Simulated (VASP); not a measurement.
Input of a VASP 6.6.1 run:

INCAR

```
SYSTEM = BAs
PREC = Accurate
ENCUT = 600
EDIFF = 1E-6
ISMEAR = -1
SIGMA = 0.05
LREAL = .False.
LASPH = .True.
NELM = 60
ALGO = Normal
ISIF = 3
LWAVE = .False.
LCHARG = .False.
GGA = PE
IVDW = 13
IBRION = 2
NSW = 60
EDIFFG = -0.01
```

Contents of KPOINTS:

```
Automatic mesh
0
Gamma
  10 10 10
  0 0 0
```

File POSCAR:

```
BAs
1.0
    0.0000000000      2.3885000000      2.3885000000
    2.3885000000      0.0000000000      2.3885000000
    2.3885000000      2.3885000000      0.0000000000
As B
1 1
Direct
    0.7500000000      0.7500000000      0.7500000000
    0.0000000000      0.0000000000      0.0000000000
```

Potentials or basis: VASP PAW PBE potentials, release 64 (As, B).

Command:

```console
$ cat potpaw_PBE.64/As/POTCAR potpaw_PBE.64/B/POTCAR > POTCAR
$ mpirun -np 1 vasp_std > vasp.out
```

Problem. Estimate the band gap on the k mesh.

Solution. 1.17 eV, indirect (least direct gap 3.29 eV).

Problem. What does it give for the dispersion energy per atom?

Solution. -0.378 eV.

Problem. Predict the space group after relaxing (to 0.05 Å).

Solution. F-43m (No. 216).

Final structure:
```cif
data_structure
_symmetry_space_group_name_H-M 'P 1'
_symmetry_Int_Tables_number 1
_cell_length_a 3.3699
_cell_length_b 3.3699
_cell_length_c 3.3699
_cell_angle_alpha 60.000
_cell_angle_beta 60.000
_cell_angle_gamma 60.000
_cell_volume 27.06
loop_
_atom_site_label
_atom_site_type_symbol
_atom_site_fract_x
_atom_site_fract_y
_atom_site_fract_z
_atom_site_occupancy
As1 As 0.75000 0.75000 0.75000 1
B1 B 0.00000 0.00000 0.00000 1
```

A k mesh can miss the band edges. As with any semilocal functional, this PBE gap is likely too small.
